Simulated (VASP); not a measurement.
# Si (I4_1/amd) in VASP: notebook

Runs on Si. Level: PBE. Tasks: single point, relaxation of cell and atoms.

Everything below comes from runs of VASP 6.6.1. Logs are shortened: lines on timing, memory, paths and dates and some standing lists are left out, and cuts for length are marked.

## Step 1: The cell of the first run

It takes space group I4_1/amd (No. 141, tetragonal). Conventional cell: a = 3.710 Å, b = 3.710 Å, c = 1.963 Å, α = 90.00°, β = 90.00°, γ = 90.00°. Within 2.5 Å of Si (site symmetry -4m2) lie 10 Si at 1.92 to 2.37 Å.

## Step 2: Single point, PBE

Contents of INCAR:

```
SYSTEM = Si
PREC     = Accurate       ! precision mode
ENCUT    = 520            ! plane-wave cutoff, eV
EDIFF    = 1E-7           ! SCF threshold, eV
ISMEAR   = -1             ! smearing method
SIGMA    = 0.08           ! smearing width, eV
LREAL    = .FALSE.        ! projectors in reciprocal space
LASPH    = .TRUE.         ! aspherical terms in the spheres
NELM     = 60             ! most SCF steps
ALGO     = Normal         ! electronic algorithm
ISIF     = 2              ! what is computed and relaxed
LWAVE    = .FALSE.        ! write WAVECAR
LCHARG   = .TRUE.         ! write CHGCAR
GGA      = PE             ! functional
LELF     = .TRUE.         ! ELF
LVHAR    = .TRUE.       
NBANDS   = 11             ! bands
```

Contents of KPOINTS:

```
regular mesh
0
G
  21 21 21
  0 0 0
```

Contents of POSCAR:

```
Si
1.0
   -1.8551476057      1.8551476057      0.9812962444
    1.8551476057     -1.8551476057      0.9812962444
    1.8551476057      1.8551476057     -0.9812962444
Si
2
Direct
   -0.3750000000     -0.1250000000     -0.2500000000
    0.3750000000      0.1250000000      0.2500000000
```

Potentials or basis: VASP PAW PBE potentials, release 64 (Si).

Command:

```console
> cat potpaw_PBE.64/Si/POTCAR > POTCAR
> mpirun -np 1 vasp_std > vasp.out
```

OUTCAR:

```text
SYSTEM = Si
   PREC = Accurate
   ENCUT = 520
   EDIFF = 1E-7
   ISMEAR = -1
   LREAL = .FALSE.
   LASPH = .TRUE.
   NELM = 60
   ISIF = 2
   GGA = PE

 ion  position               nearest neighbor table
   1  0.625  0.875  0.750-   2 1.92   2 1.92   2 1.92   2 1.92   2 2.37   2 2.37   2 2.37   2 2.37
                             2 3.08   2 3.08
   2  0.375  0.125  0.250-   1 1.92   1 1.92   1 1.92   1 1.92   1 2.37   1 2.37   1 2.37   1 2.37
                             1 3.08   1 3.08

  LATTYP: Found a body centered tetragonal cell.
 ALAT       =     3.7102952114
 C/A-ratio  =     0.5289585806

  Lattice vectors:

 A1 = (  -1.8551476057,   1.8551476057,   0.9812962444)
 A2 = (   1.8551476057,  -1.8551476057,   0.9812962444)
 A3 = (   1.8551476057,   1.8551476057,  -0.9812962444)

Analysis of symmetry for initial positions (statically):
=====================================================================
 Subroutine PRICEL returns:
 Original cell was already a primitive cell.

 Routine SETGRP: Setting up the symmetry group for a
 body centered tetragonal supercell.

 Subroutine GETGRP returns: Found 16 space group operations
 (whereof  4 operations were pure point group operations)
 out of a pool of 16 trial point group operations.

The static configuration has the point symmetry C_2h.
 The point group associated with its full space group is D_4h.

Analysis of symmetry for dynamics (positions and initial velocities):
=====================================================================
 Subroutine PRICEL returns:
 Original cell was already a primitive cell.

 Routine SETGRP: Setting up the symmetry group for a
 body centered tetragonal supercell.

 Subroutine GETGRP returns: Found 16 space group operations
 (whereof  4 operations were pure point group operations)
 out of a pool of 16 trial point group operations.

The dynamic configuration has the point symmetry C_2h.
 The point group associated with its full space group is D_4h.

 Subroutine INISYM returns: Found 16 space group operations
 (whereof  4 operations are pure point group operations),
 and found     1 'primitive' translations

----------------------------------------------------------------------------------------

                                     Primitive cell

  volume of cell :      13.5088

  direct lattice vectors                    reciprocal lattice vectors
    -1.855147606  1.855147606  0.981296244     0.000000000  0.269520333  0.509530127
     1.855147606 -1.855147606  0.981296244     0.269520333  0.000000000  0.509530127
     1.855147606  1.855147606 -0.981296244     0.269520333  0.269520333  0.000000000

  length of vectors
     2.801086860  2.801086860  2.801086860     0.576421859  0.576421859  0.381159310

  position of ions in fractional coordinates (direct lattice)
     0.625000000  0.875000000  0.750000000
     0.375000000  0.125000000  0.250000000

  ion indices of the primitive-cell ions
   primitive index   ion index
                 1           1
                 2           2

----------------------------------------------------------------------------------------

 KPOINTS: regular mesh

Automatic generation of k-mesh.
 Grid dimensions read from file:
 generate k-points for:   21   21   21

 Generating k-lattice:

  Cartesian coordinates                     Fractional coordinates (reciprocal lattice)
     0.000000000  0.012834302  0.024263339     0.047619048  0.000000000  0.000000000
     0.012834302  0.000000000  0.024263339     0.000000000  0.047619048  0.000000000
     0.012834302  0.012834302  0.000000000     0.000000000  0.000000000  0.047619048

  Length of vectors
     0.027448660  0.027448660  0.018150443

  Shift w.r.t. Gamma in fractional coordinates (k-lattice)
     0.000000000  0.000000000  0.000000000

 Subroutine IBZKPT returns following result:
 ===========================================

 Found    726 irreducible k-points:

 Following reciprocal coordinates:
            Coordinates               Weight
  0.000000  0.000000  0.000000      1.000000
  0.047619 -0.000000  0.000000      8.000000
  0.095238 -0.000000  0.000000      8.000000
  0.142857  0.000000 -0.000000      8.000000
  0.190476 -0.000000  0.000000      8.000000
  0.238095 -0.000000  0.000000      8.000000
[... 16 lines left out ...]
 -0.428571  0.047619  0.000000     16.000000
 -0.380952  0.047619 -0.000000     16.000000
 [... further k-points ...]
   k-points           NKPTS =    726   k-points in BZ     NKDIM =    726   number of bands    NBANDS=     11
   number of dos      NEDOS =    301   number of ions     NIONS =      2
   total plane-waves  NPLWV =  13824
   dimension x,y,z NGX =    24 NGY =   24 NGZ =   24
   dimension x,y,z NGXF=    48 NGYF=   48 NGZF=   48
   ions per type =               2
   NGX,Y,Z   is equivalent  to a cutoff of  14.24, 14.24, 14.24 a.u.
   NGXF,Y,Z  is equivalent  to a cutoff of  28.49, 28.49, 28.49 a.u.
 SYSTEM =  Si
   PREC   = accura    normal or accurate (medium, high low for compatibility)
   ISTART =      0    job   : 0-new  1-cont  2-samecut
   ICHARG =      2    charge: 1-file 2-atom 10-const
   ISPIN  =      1    spin polarized calculation?
   LNONCOLLINEAR =      F non collinear calculations
   LSORBIT =      F    spin-orbit coupling
   LASPH  =      T    aspherical Exc in radial PAW
   ENCUT  =  520.0 eV  38.22 Ry    6.18 a.u.   5.21  5.21  5.21*2*pi/ulx,y,z
   NELM   =     60;   NELMIN=  2; NELMDL= -5     # of ELM steps
   EDIFF  = 0.1E-06   stopping-criterion for ELM
   LREAL  =      F    real-space projection
   EDIFFG = 0.1E-05   stopping-criterion for IOM
   NSW    =      0    number of steps for IOM
   IBRION =     -1    ionic relax: 0-MD 1-quasi-New 2-CG
   NFREE  =      0    steps in history (QN), initial steepest desc. (CG)
   ISIF   =      2    stress and relaxation
   ISYM   =      2    0-nonsym 1-usesym 2-fastsym
   POTIM  = 0.5000    time-step for ionic-motion
   TEBEG  =    0.0;   TEEND  =   0.0 temperature during run
   PSTRESS=    0.0 pullay stress
   NELECT =       8.0000    total number of electrons
   NUPDOWN=      -1.0000    fix difference up-down
   EMIN   =  10.00;   EMAX   =-10.00  energy-range for DOS
   EFERMI =   0.00;   METHOD = LEGACY
   ISMEAR =    -1;   SIGMA  =   0.08  broadening in eV -4-tet -1-fermi 0-gaus
   EFERMI_NEDOS =   21; number of points for ismear=-14 and -15
   IALGO  =     38    algorithm
   IMIX   =      4    mixing-type and parameters
     AMIX     =   0.40;   BMIX     =  1.00
     AMIX_MAG =   1.60;   BMIX_MAG =  1.00
  volume/ion in A,a.u.               =       6.75        45.58
  Fermi-wavevector in a.u.,A,eV,Ry     =   1.374778  2.597953 25.715197  1.890014
  Thomas-Fermi vector in A             =   2.500173
   LORBIT       =      0    0 simple, 1 ext, 2 COOP (PROOUT), +10 PAW based schemes
   GGA     = PE    functional components
   LHFCALC =     F    Hartree Fock is set to
   AEXX    =    0.0000 exact exchange contribution
   IVDW    =     0    specifies the selected vdW correction
   LEPSILON=     F    determine dielectric tensor
   LRPA    =     F    only Hartree local field effects (RPA)
 non-spin polarized calculation
  energy-cutoff  :      520.00
  volume of cell :       13.51
 maximum number of plane-waves:       380
 NGX is ok and might be reduce to    24
   NGX = 11   NGY = 11   NGZ = 11

 number of electron       8.0000000 magnetization

 Free energy of the ion-electron system (eV)
  ---------------------------------------------------
  ext. energy  EPLUGINS =         0.00000000
  ---------------------------------------------------
  free energy    TOTEN  =         2.31119702 eV

  energy without entropy =        2.32303101  energy(sigma->0) =        2.31711401

 E-fermi :  23.1255     XC(G=0): -14.5475

 val. band max:       23.1230804647   @ k =  -0.1905   0.3333   0.1429
 cond. band min:      23.1379337823   @ k =   0.3333   0.0476   0.0476
 fundamental gap:      0.0148533177
 Fermi energy:        23.1255322814

 k-point     1 :       0.0000    0.0000    0.0000
  band No.  band energies     occupation
      1       0.4810      2.00000
      2      18.7892      2.00000
      3      18.7892      2.00000
      4      19.5227      2.00000
      5      23.1522      0.83476
      6      32.0102      0.00000
      7      35.4701      0.00000
      8      40.7936      0.00000
      9      40.7936      0.00000
     10      43.9600      0.00000
     11      43.9608      0.00000

 k-point     2 :       0.0476   -0.0000    0.0000
  band No.  band energies     occupation
      1       0.5892      2.00000
      2      18.2747      2.00000
      3      18.7185      2.00000
      4      20.2351      2.00000
      5      23.3401      0.12803
      6      31.9344      0.00000
      7      35.0415      0.00000
      8      40.7089      0.00000
      9      40.7524      0.00000
     10      40.8741      0.00000
     11      41.0738      0.00000

 k-point     3 :       0.0952   -0.0000    0.0000
  band No.  band energies     occupation
      1       0.9129      2.00000
      2      17.6961      2.00000
      3      18.5560      2.00000
      4      21.4073      2.00000
      5      23.8321      0.00029
      6      31.6893      0.00000
      7      33.8949      0.00000
      8      37.7576      0.00000
      9      37.8807      0.00000
     10      41.0550      0.00000
     11      41.3818      0.00000
[... 267 lines left out ...]
 k-point    23 :      -0.4286    0.0476    0.0000
  band No.  band energies     occupation
      1       7.5523      2.00000
      2      16.3799      2.00000
      3      17.5468      2.00000
      4      19.9846      2.00000
      5      23.9763      0.00005
      6      25.6202      0.00000
      7      29.9321      0.00000
      8      32.5290      0.00000
      9      34.0395      0.00000
     10      39.5788      0.00000
     11      43.4304      0.00000

 k-point    24 :      -0.3810    0.0476   -0.0000
  band No.  band energies     occupation
      1       5.9978      2.00000
      2      16.5357      2.00000
      3      18.1260      2.00000
      4      20.5722      2.00000
      5      25.3976      0.00000
      6      26.6007      0.00000
      7      30.1975      0.00000
      8      31.6790      0.00000
      9      32.9118      0.00000
     10      38.9580      0.00000
     11      43.0848      0.00000

 [... further k-points ...]

------------------------ aborting loop because EDIFF is reached ----------------------------------------

  FORCE on cell =-STRESS in cart. coord.  units (eV):
  Direction    XX          YY          ZZ          XY          YZ          ZX
  --------------------------------------------------------------------------------------
  -------------------------------------------------------------------------------------
  Total       38.7539992     38.7539992     38.7252897      0.0000000      0.0000000     -0.0000000
  in kB     4596.3177036   4596.3177036   4592.9126817      0.0000000      0.0000000     -0.0000000
  external PRESSURE =    4595.1826963 kB  Pullay stress =       0.0000000 kB

 VOLUME and BASIS-vectors are now :
 -----------------------------------------------------------------------------
  energy-cutoff  :      520.00
  volume of cell :       13.51
      direct lattice vectors                 reciprocal lattice vectors
    -1.855147606  1.855147606  0.981296244     0.000000000  0.269520333  0.509530127
     1.855147606 -1.855147606  0.981296244     0.269520333  0.000000000  0.509530127
     1.855147606  1.855147606 -0.981296244     0.269520333  0.269520333  0.000000000

 POSITION                                       TOTAL-FORCE (eV/Angst)
 -----------------------------------------------------------------------------------
      1.85515      0.92757      0.73597        -0.000000      0.000000     -0.000000
      0.00000      0.92757      0.24532         0.000000     -0.000000      0.000000
 -----------------------------------------------------------------------------------
    total drift:                                0.000000      0.000000      0.000000

  FREE ENERGIE OF THE ION-ELECTRON SYSTEM (eV)
  ---------------------------------------------------
  free  energy   TOTEN  =         2.3111970170 eV

  energy  without entropy=        2.3230310055  energy(sigma->0) =        2.31711401
```

Wall time 52 s (1 thread of AMD EPYC 9R45 (Zen 5), shared host); peak memory 0.17 GiB.

What came out:

| Quantity | Value |
| --- | --- |
| Free energy | 2.3112 eV |
| Pressure | 459.5 GPa |
| Band gap on the k mesh | zero (bands 4 and 5 overlap by 8.52 eV) |

Caveat: the cell stands under pressure.

## Step 3: Single point, PBE

Contents of INCAR:

```
SYSTEM = Si
PREC = Accurate
ENCUT = 520
EDIFF = 1E-7
ISMEAR = -1
SIGMA = 0.08
LREAL = .FALSE.
LASPH = .TRUE.
NELM = 80
ALGO = Normal
ISIF = 2
LWAVE = .FALSE.
LCHARG = .FALSE.
GGA = PE
NBANDS = 11
```

Contents of KPOINTS:

```
Automatic mesh
0
G
  21 21 21
  0 0 0
```

Contents of POSCAR:

```
Si
1.0
   -1.8547411021      1.8547411021      0.9811186118
    1.8547411021     -1.8547411021      0.9811186118
    1.8547411021      1.8547411021     -0.9811186118
Si
2
Direct
   -0.3750000000     -0.1250000000     -0.2500000000
    0.3750000000      0.1250000000      0.2500000000
```

Potentials or basis: VASP PAW PBE potentials, release 64 (Si).

Command:

```console
> cat potpaw_PBE.64/Si/POTCAR > POTCAR
> mpirun -np 1 vasp_std > vasp.out
```

OUTCAR:

```text
SYSTEM = Si
   PREC = Accurate
   ENCUT = 520
   EDIFF = 1E-7
   ISMEAR = -1
   LREAL = .FALSE.
   LASPH = .TRUE.
   NELM = 80
   ISIF = 2
   GGA = PE

 ion  position               nearest neighbor table
   1  0.625  0.875  0.750-   2 1.92   2 1.92   2 1.92   2 1.92   2 2.37   2 2.37   2 2.37   2 2.37
                             2 3.08   2 3.08
   2  0.375  0.125  0.250-   1 1.92   1 1.92   1 1.92   1 1.92   1 2.37   1 2.37   1 2.37   1 2.37
                             1 3.08   1 3.08

  LATTYP: Found a body centered tetragonal cell.
 ALAT       =     3.7094822042
 C/A-ratio  =     0.5289787403

[... 528 lines left out ...]

  FORCE on cell =-STRESS in cart. coord.  units (eV):
  Direction    XX          YY          ZZ          XY          YZ          ZX
  --------------------------------------------------------------------------------------
  -------------------------------------------------------------------------------------
  Total       38.8070792     38.8070792     38.7696119     -0.0000000      0.0000000     -0.0000000
  in kB     4605.4645171   4605.4645171   4601.0180538     -0.0000000      0.0000000     -0.0000000
  external PRESSURE =    4603.9823627 kB  Pullay stress =       0.0000000 kB

 VOLUME and BASIS-vectors are now :
 -----------------------------------------------------------------------------
  energy-cutoff  :      520.00
  volume of cell :       13.50
      direct lattice vectors                 reciprocal lattice vectors
    -1.854741102  1.854741102  0.981118612     0.000000000  0.269579404  0.509622378
     1.854741102 -1.854741102  0.981118612     0.269579404  0.000000000  0.509622378
     1.854741102  1.854741102 -0.981118612     0.269579404  0.269579404  0.000000000

 POSITION                                       TOTAL-FORCE (eV/Angst)
 -----------------------------------------------------------------------------------
      1.85474      0.92737      0.73584        -0.000000      0.000000      0.000000
      0.00000      0.92737      0.24528         0.000000     -0.000000     -0.000000
 -----------------------------------------------------------------------------------
    total drift:                                0.000000      0.000000     -0.000000

  FREE ENERGIE OF THE ION-ELECTRON SYSTEM (eV)
  ---------------------------------------------------
  free  energy   TOTEN  =         2.3352087809 eV

  energy  without entropy=        2.3470409535  energy(sigma->0) =        2.34112487
```

OSZICAR:

```text
N       E                     dE             d eps       ncg     rms          rms(c)
DAV:   1     0.197111349913E+02    0.19711E+02   -0.39931E+03 16117   0.660E+02
DAV:   2     0.229424538690E+01   -0.17417E+02   -0.16784E+02 21230   0.106E+02
DAV:   3     0.195288411164E+01   -0.34136E+00   -0.33915E+00 20250   0.114E+01
DAV:   4     0.195240188432E+01   -0.48223E-03   -0.48220E-03 18874   0.529E-01
DAV:   5     0.195240139565E+01   -0.48867E-06   -0.49123E-06 19862   0.156E-02    0.156E+01
DAV:   6     0.220112188341E+01    0.24872E+00   -0.11309E-02 18479   0.712E-01    0.915E+00
DAV:   7     0.233494388397E+01    0.13382E+00   -0.20557E-02 18610   0.100E+00    0.511E-01
DAV:   8     0.233509363126E+01    0.14975E-03   -0.42265E-04 19019   0.142E-01    0.227E-01
DAV:   9     0.233520785394E+01    0.11422E-03   -0.27135E-05 19325   0.388E-02    0.337E-02
DAV:  10     0.233520945715E+01    0.16032E-05   -0.14252E-06 18911   0.710E-03    0.561E-03
DAV:  11     0.233520881034E+01   -0.64681E-06   -0.32611E-08 13263   0.129E-03    0.160E-03
DAV:  12     0.233520878090E+01   -0.29442E-07   -0.28426E-09  9760   0.354E-04
   1 F= 0.23352088E+01 E0= 0.23411249E+01  d E =-.118322E-01
```

It took 52 s on 1 thread of AMD EPYC 9R45 (Zen 5), shared host; peak memory 0.17 GiB.

Results:

```yaml
Free_energy: 2.3352 eV
Pressure: 460.4 GPa
Band_gap_on_the_k_mesh: zero (bands 4 and 5 overlap by 8.52 eV)
```

Levels at points of the mesh, in eV from the Fermi level:
| k point | band 1 | band 2 | band 3 | band 4 | band 5 | band 6 | band 7 | band 8 | band 9 |
| --- | --- | --- | --- | --- | --- | --- | --- | --- | --- |
| (0.00, 0.00, 0.00) | -22.65 | -4.34 | -4.34 | -3.61 | 0.03 | 8.89 | 12.35 | 17.68 | 17.68 |

Caveat: the cell stands under pressure.

[end of part 1 of 2]
